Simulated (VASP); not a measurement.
# AgCl (Immm) in VASP: a series of runs

AgCl is run at these levels: PBE; tasks: single point.

Everything below comes from runs of VASP 6.6.1. Logs are shortened: lines on timing, memory, paths and dates and some standing lists are left out, and cuts for length are marked.

## (1) The cell of the first run

Symmetry: Immm, No. 71, orthorhombic system. The conventional cell has a = 3.843 Å, b = 4.000 Å, c = 5.546 Å, α = 90.00°, β = 90.00°, γ = 90.00°. Ag (site symmetry mmm) has 6 Cl at 2.77 Å and 12 Ag at 3.84 to 4.00 Å within 4.1 Å. Cl (site symmetry mmm) has 6 Ag at 2.77 Å and 12 Cl at 3.84 to 4.00 Å within 4.1 Å.

## (2) Single point, PBE (strain -0.0400 x Voigt [0, 0, 0, 1, 0, 0])

File INCAR:

```
  ALGO = Normal
  EDIFF = 1E-6
  ENCUT = 520
  GGA = PE
  ISIF = 2
  ISMEAR = 0
  LASPH = T
  LCHARG = F
  LREAL = F
  LWAVE = F
  NBANDS = 16
  NELM = 60
  PREC = Accurate
  SIGMA = 0.05
```

File KPOINTS:

```
k-points
0
Gamma
  8 8 8
```

File POSCAR:

```
AgCl
1.0
    0.0000000000      2.7176870000      2.7176870000
    2.7731500000     -0.0554630000      2.7731500000
    2.7731500000      2.7731500000     -0.0554630000
Ag Cl
1 1
Direct
    0.5000000000      0.5000000000      0.5000000000
    0.0000000000      0.0000000000      0.0000000000
```

Potentials or basis: VASP PAW PBE potentials, release 64 (Ag, Cl).

Command:

```bash
cat potpaw_PBE.64/Ag/POTCAR potpaw_PBE.64/Cl/POTCAR > POTCAR
mpirun -np 1 vasp_std > vasp.out
```

OUTCAR:

```text
EDIFF = 1E-6
   ENCUT = 520
   GGA = PE
   ISIF = 2
   ISMEAR = 0
   LASPH = T
   LREAL = F
   NELM = 60
   PREC = Accurate

 ion  position               nearest neighbor table
   1  0.500  0.500  0.500-   2 2.77   2 2.77   2 2.77   2 2.77   2 2.77   2 2.77
   2  0.000  0.000  0.000-   1 2.77   1 2.77   1 2.77   1 2.77   1 2.77   1 2.77

  LATTYP: Found a body centered orthorhombic cell.
 ALAT       =     3.8433898137
 B/A-ratio  =     1.0408163265
 C/A-ratio  =     1.4430750636

  Lattice vectors:

 A1 = (  -2.7731500000,   0.0554630000,  -2.7731500000)
 A2 = (  -2.7731500000,  -0.0554630000,   2.7731500000)
 A3 = (   2.7731500000,   2.7731500000,  -0.0554630000)

Analysis of symmetry for initial positions (statically):
=====================================================================
 Subroutine PRICEL returns:
 Original cell was already a primitive cell.

 Routine SETGRP: Setting up the symmetry group for a
 body centered orthorhombic supercell.

 Subroutine GETGRP returns: Found  8 space group operations
 (whereof  8 operations were pure point group operations)
 out of a pool of  8 trial point group operations.

The static configuration has the point symmetry D_2h.

Analysis of symmetry for dynamics (positions and initial velocities):
=====================================================================
 Subroutine PRICEL returns:
 Original cell was already a primitive cell.

 Routine SETGRP: Setting up the symmetry group for a
 body centered orthorhombic supercell.

 Subroutine GETGRP returns: Found  8 space group operations
 (whereof  8 operations were pure point group operations)
 out of a pool of  8 trial point group operations.

The dynamic configuration has the point symmetry D_2h.

 Subroutine INISYM returns: Found  8 space group operations
 (whereof  8 operations are pure point group operations),
 and found     1 'primitive' translations

----------------------------------------------------------------------------------------

                                     Primitive cell

  volume of cell :      42.6360

  direct lattice vectors                    reciprocal lattice vectors
     0.000000000  2.717687000  2.717687000    -0.180300380  0.183979980  0.183979980
     2.773150000 -0.055463000  2.773150000     0.180300380 -0.176765079  0.176765079
     2.773150000  2.773150000 -0.055463000     0.180300380  0.176765079 -0.176765079

  length of vectors
     3.843389814  3.922218504  3.922218504     0.316552513  0.308220722  0.308220722

  position of ions in fractional coordinates (direct lattice)
[... 76 lines left out ...]
   LASPH  =      T    aspherical Exc in radial PAW
   ENCUT  =  520.0 eV  38.22 Ry    6.18 a.u.   7.15  7.29  7.29*2*pi/ulx,y,z
   NELM   =     60;   NELMIN=  2; NELMDL= -5     # of ELM steps
   EDIFF  = 0.1E-05   stopping-criterion for ELM
   LREAL  =      F    real-space projection
   EDIFFG = 0.1E-04   stopping-criterion for IOM
   NSW    =      0    number of steps for IOM
   IBRION =     -1    ionic relax: 0-MD 1-quasi-New 2-CG
   NFREE  =      0    steps in history (QN), initial steepest desc. (CG)
   ISIF   =      2    stress and relaxation
   ISYM   =      2    0-nonsym 1-usesym 2-fastsym
   POTIM  = 0.5000    time-step for ionic-motion
   TEBEG  =    0.0;   TEEND  =   0.0 temperature during run
   PSTRESS=    0.0 pullay stress
   NELECT =      18.0000    total number of electrons
   NUPDOWN=      -1.0000    fix difference up-down
   EMIN   =  10.00;   EMAX   =-10.00  energy-range for DOS
   EFERMI =   0.00;   METHOD = LEGACY
   ISMEAR =     0;   SIGMA  =   0.05  broadening in eV -4-tet -1-fermi 0-gaus
   EFERMI_NEDOS =   21; number of points for ismear=-14 and -15
   IALGO  =     38    algorithm
   IMIX   =      4    mixing-type and parameters
     AMIX     =   0.40;   BMIX     =  1.00
     AMIX_MAG =   1.60;   BMIX_MAG =  1.00
  volume/ion in A,a.u.               =      21.32       143.86
  Fermi-wavevector in a.u.,A,eV,Ry     =   1.228118  2.320807 20.521323  1.508275
  Thomas-Fermi vector in A             =   2.363056
   LORBIT       =      0    0 simple, 1 ext, 2 COOP (PROOUT), +10 PAW based schemes
   GGA     = PE    functional components
   LHFCALC =     F    Hartree Fock is set to
   AEXX    =    0.0000 exact exchange contribution
   IVDW    =     0    specifies the selected vdW correction
   LEPSILON=     F    determine dielectric tensor
   LRPA    =     F    only Hartree local field effects (RPA)
 non-spin polarized calculation
 Gauss-broadening in eV      SIGMA  =   0.05
  energy-cutoff  :      520.00
  volume of cell :       42.64
 maximum number of plane-waves:      1162
 NGX is ok and might be reduce to    30
   NGX = 15   NGY = 15   NGZ = 15

 number of electron      18.0000000 magnetization

 Free energy of the ion-electron system (eV)
  ---------------------------------------------------
  ext. energy  EPLUGINS =         0.00000000
  ---------------------------------------------------
  free energy    TOTEN  =        -5.39311411 eV

  energy without entropy =       -5.39311411  energy(sigma->0) =       -5.39311411

 E-fermi :   4.0999     XC(G=0):  -9.9684

 val. band max:        3.8545263855   @ k =   0.5000  -0.0000  -0.0000
 cond. band min:       4.7253148379   @ k =   0.0000   0.0000   0.0000
 fundamental gap:      0.8707884525
 Fermi energy:         4.0998672438

 k-point     1 :       0.0000    0.0000    0.0000
  band No.  band energies     occupation
      1     -11.3269      2.00000
      2       1.3500      2.00000
      3       1.3637      2.00000
      4       1.4103      2.00000
      5       1.4157      2.00000
      6       1.4236      2.00000
[... 433 lines left out ...]
      3       0.3211      2.00000
      4       0.4477      2.00000
      5       1.3356      2.00000
      6       1.7018      2.00000
[... 8 lines left out ...]
     15      18.3902      0.00000
     16      19.4462      0.00000

 [... further k-points ...]
[... 5 lines left out ...]
  --------------------------------------------------------------------------------------
  -------------------------------------------------------------------------------------
  Total        0.3850635      0.3898933      0.3898933     -0.0000000      0.0575794      0.0000000
  in kB       14.4699370     14.6514318     14.6514318     -0.0000000      2.1637211      0.0000000
  external PRESSURE =      14.5909335 kB  Pullay stress =       0.0000000 kB

 VOLUME and BASIS-vectors are now :
 -----------------------------------------------------------------------------
  energy-cutoff  :      520.00
  volume of cell :       42.64
      direct lattice vectors                 reciprocal lattice vectors
     0.000000000  2.717687000  2.717687000    -0.180300380  0.183979980  0.183979980
     2.773150000 -0.055463000  2.773150000     0.180300380 -0.176765079  0.176765079
     2.773150000  2.773150000 -0.055463000     0.180300380  0.176765079 -0.176765079

 POSITION                                       TOTAL-FORCE (eV/Angst)
 -----------------------------------------------------------------------------------
      2.77315      2.71769      2.71769         0.000000      0.000000     -0.000000
      0.00000      0.00000      0.00000        -0.000000     -0.000000      0.000000
 -----------------------------------------------------------------------------------
    total drift:                                0.000000      0.000000      0.000000

  FREE ENERGIE OF THE ION-ELECTRON SYSTEM (eV)
  ---------------------------------------------------
  free  energy   TOTEN  =        -5.3931141067 eV

  energy  without entropy=       -5.3931141067  energy(sigma->0) =       -5.39311411
```

OSZICAR:

```text
N       E                     dE             d eps       ncg     rms          rms(c)
DAV:   1     0.920260769222E+02    0.92026E+02   -0.86226E+03  3056   0.102E+03
DAV:   2    -0.252756286364E+01   -0.94554E+02   -0.85837E+02  3776   0.216E+02
DAV:   3    -0.556218206950E+01   -0.30346E+01   -0.30267E+01  3824   0.396E+01
DAV:   4    -0.557710279737E+01   -0.14921E-01   -0.14919E-01  3824   0.320E+00
DAV:   5    -0.557726496442E+01   -0.16217E-03   -0.16217E-03  3800   0.332E-01    0.616E+00
DAV:   6    -0.539768386977E+01    0.17958E+00   -0.24739E-01  3912   0.645E+00    0.399E+00
DAV:   7    -0.539367351616E+01    0.40104E-02   -0.96183E-02  3712   0.207E+00    0.197E+00
DAV:   8    -0.539296999452E+01    0.70352E-03   -0.46499E-03  3640   0.702E-01    0.307E-01
DAV:   9    -0.539304551294E+01   -0.75518E-04   -0.49805E-04  3880   0.277E-01    0.387E-02
DAV:  10    -0.539311002796E+01   -0.64515E-04   -0.91511E-05  3736   0.849E-02    0.293E-02
DAV:  11    -0.539311400117E+01   -0.39732E-05   -0.46548E-06  3928   0.152E-02    0.356E-03
DAV:  12    -0.539311410669E+01   -0.10552E-06   -0.48287E-07  2296   0.549E-03
   1 F= -.53931141E+01 E0= -.53931141E+01  d E =-.386302E-14
```

Run time: 54 s. Hardware: 1 thread of Intel Xeon Platinum 8259CL at 2.50GHz (Skylake/Cascade Lake), shared host; peak memory 0.21 GiB.

What came out:

```
Free energy            : -5.3931 eV
Pressure               : 1.5 GPa
Band gap on the k mesh : 0.87 eV (least direct gap 3.13 eV)
```

Levels at points of the mesh, in eV from the valence-band top:
| k point | band 5 | band 6 | band 7 | band 8 | band 9 | band 10 | band 11 | band 12 | band 13 | band 14 |
| --- | --- | --- | --- | --- | --- | --- | --- | --- | --- | --- |
| (0.00, 0.00, 0.00) | -2.44 | -2.43 | -2.42 | -2.36 | -2.26 | 0.87 | 10.59 | 10.82 | 11.07 | 12.30 |
| (0.50, 0.00, 0.00) | -2.11 | -2.09 | -1.76 | -0.04 | 0.00 | 4.14 | 6.58 | 7.40 | 7.63 | 13.45 |
| (0.00, 0.50, 0.00) | -2.14 | -2.10 | -1.82 | -0.07 | -0.03 | 4.28 | 6.41 | 7.66 | 7.90 | 13.34 |
| (0.50, 0.50, 0.00) | -2.80 | -2.25 | -1.99 | -1.99 | -1.91 | 2.36 | 7.99 | 8.57 | 11.48 | 11.50 |
| (0.00, 0.50, 0.50) | -2.80 | -2.24 | -1.99 | -1.99 | -1.90 | 2.34 | 8.00 | 8.60 | 11.30 | 11.68 |

Caveat: the cell differs from its parent crystal (strain -0.0400 x Voigt [0, 0, 0, 1, 0, 0]).

## (3) Single point, PBE (strain +0.0300 x Voigt [0, 0, 0, 1, 0, 0])

File INCAR:

```
SYSTEM = AgCl
ALGO = Normal ; EDIFF = 1E-6
ENCUT = 520 ; GGA = PE
ISIF = 2 ; ISMEAR = 0
LASPH = .TRUE. ; LCHARG = .FALSE.
LREAL = .FALSE. ; LWAVE = .FALSE.
NBANDS = 16 ; NELM = 60
PREC = Accurate ; SIGMA = 0.05
```

File KPOINTS:

```
k-points
0
G
  8 8 8
  0 0 0
```

File POSCAR:

```
AgCl
1.0
    0.0000000000      2.8147472500      2.8147472500
    2.7731500000      0.0415972500      2.7731500000
    2.7731500000      2.7731500000      0.0415972500
Ag Cl
1 1
Direct
    0.5000000000      0.5000000000      0.5000000000
    0.0000000000      0.0000000000      0.0000000000
```

Potentials or basis: VASP PAW PBE potentials, release 64 (Ag, Cl).

Command:

```bash
cat potpaw_PBE.64/Ag/POTCAR potpaw_PBE.64/Cl/POTCAR > POTCAR
mpirun -np 1 vasp_std > vasp.out
```

OUTCAR:

```text
SYSTEM = AgCl
   EDIFF = 1E-6
   ENCUT = 520
   GGA = PE
   ISIF = 2
   ISMEAR = 0
   LASPH = .TRUE.
   LREAL = .FALSE.
   NELM = 60
   PREC = Accurate

 ion  position               nearest neighbor table
   1  0.500  0.500  0.500-   2 2.77   2 2.77   2 2.77   2 2.77   2 2.77   2 2.77
   2  0.000  0.000  0.000-   1 2.77   1 2.77   1 2.77   1 2.77   1 2.77   1 2.77

  LATTYP: Found a body centered orthorhombic cell.
 ALAT       =     3.8629989454
 B/A-ratio  =     1.0304568528
 C/A-ratio  =     1.4357498095

  Lattice vectors:

[... 628 lines left out ...]
      4       0.4218      2.00000
      5       1.3135      2.00000
      6       1.7170      2.00000
[... 8 lines left out ...]
     15      18.4701      0.00000
     16      19.4491      0.00000

 [... further k-points ...]
[... 5 lines left out ...]
  --------------------------------------------------------------------------------------
  -------------------------------------------------------------------------------------
  Total        0.3877746      0.3902942      0.3902942     -0.0000000     -0.0430375      0.0000000
  in kB       14.5692649     14.6639292     14.6639292     -0.0000000     -1.6169839      0.0000000
  external PRESSURE =      14.6323744 kB  Pullay stress =       0.0000000 kB

 VOLUME and BASIS-vectors are now :
 -----------------------------------------------------------------------------
  energy-cutoff  :      520.00
  volume of cell :       42.64
      direct lattice vectors                 reciprocal lattice vectors
     0.000000000  2.814747250  2.814747250    -0.180300380  0.177635843  0.177635843
     2.773150000  0.041597250  2.773150000     0.180300380 -0.183046072  0.183046072
     2.773150000  2.773150000  0.041597250     0.180300380  0.183046072 -0.183046072

 POSITION                                       TOTAL-FORCE (eV/Angst)
 -----------------------------------------------------------------------------------
      2.77315      2.81475      2.81475         0.000000     -0.000000     -0.000000
      0.00000      0.00000      0.00000         0.000000      0.000000      0.000000
 -----------------------------------------------------------------------------------
    total drift:                                0.000000      0.000000      0.000000

  FREE ENERGIE OF THE ION-ELECTRON SYSTEM (eV)
  ---------------------------------------------------
  free  energy   TOTEN  =        -5.3936879293 eV

  energy  without entropy=       -5.3936879293  energy(sigma->0) =       -5.39368793
```

OSZICAR:

```text
N       E                     dE             d eps       ncg     rms          rms(c)
DAV:   1     0.922417230712E+02    0.92242E+02   -0.86276E+03  3040   0.102E+03
DAV:   2    -0.249837531787E+01   -0.94740E+02   -0.86591E+02  3760   0.214E+02
DAV:   3    -0.556195593941E+01   -0.30636E+01   -0.30543E+01  3824   0.394E+01
DAV:   4    -0.557729822939E+01   -0.15342E-01   -0.15341E-01  3816   0.321E+00
DAV:   5    -0.557746304118E+01   -0.16481E-03   -0.16481E-03  3816   0.333E-01    0.616E+00
DAV:   6    -0.539821986409E+01    0.17924E+00   -0.24678E-01  3888   0.644E+00    0.400E+00
DAV:   7    -0.539423540156E+01    0.39845E-02   -0.96023E-02  3752   0.206E+00    0.197E+00
DAV:   8    -0.539354343860E+01    0.69196E-03   -0.46582E-03  3672   0.704E-01    0.310E-01
DAV:   9    -0.539361934728E+01   -0.75909E-04   -0.50272E-04  3848   0.279E-01    0.387E-02
DAV:  10    -0.539368362153E+01   -0.64274E-04   -0.90881E-05  3744   0.846E-02    0.281E-02
DAV:  11    -0.539368783072E+01   -0.42092E-05   -0.48747E-06  3912   0.156E-02    0.356E-03
DAV:  12    -0.539368792930E+01   -0.98571E-07   -0.45328E-07  2256   0.529E-03
   1 F= -.53936879E+01 E0= -.53936879E+01  d E =-.328598E-14
```

Wall time 52 s (1 thread of Intel Xeon Platinum 8259CL at 2.50GHz (Skylake/Cascade Lake), shared host); peak memory 0.21 GiB.

What came out:

```
Free energy            : -5.3937 eV
Pressure               : 1.5 GPa
Band gap on the k mesh : 0.88 eV (least direct gap 3.15 eV)
```

Stress tensor (GPa, compression positive):
```
 1.46  0.00  0.00
 0.00  1.47 -0.16
 0.00 -0.16  1.47
```

Levels at points of the mesh, in eV from the valence-band top:
| k point | band 5 | band 6 | band 7 | band 8 | band 9 | band 10 | band 11 | band 12 | band 13 | band 14 |
| --- | --- | --- | --- | --- | --- | --- | --- | --- | --- | --- |
| (0.00, 0.00, 0.00) | -2.42 | -2.42 | -2.41 | -2.35 | -2.28 | 0.88 | 10.65 | 10.83 | 11.01 | 12.33 |
| (0.50, 0.00, 0.00) | -2.13 | -2.09 | -1.81 | -0.05 | -0.02 | 4.27 | 6.44 | 7.66 | 7.84 | 13.44 |
| (0.00, 0.50, 0.00) | -2.10 | -2.08 | -1.76 | -0.03 | 0.00 | 4.17 | 6.57 | 7.47 | 7.64 | 13.48 |
| (0.50, 0.50, 0.00) | -2.79 | -2.24 | -1.98 | -1.98 | -1.90 | 2.36 | 8.00 | 8.59 | 11.49 | 11.50 |
| (0.00, 0.50, 0.50) | -2.79 | -2.24 | -1.98 | -1.98 | -1.90 | 2.35 | 8.01 | 8.61 | 11.35 | 11.64 |

Caveat: the cell differs from its parent crystal (strain +0.0300 x Voigt [0, 0, 0, 1, 0, 0]). A k mesh can miss the band edges.
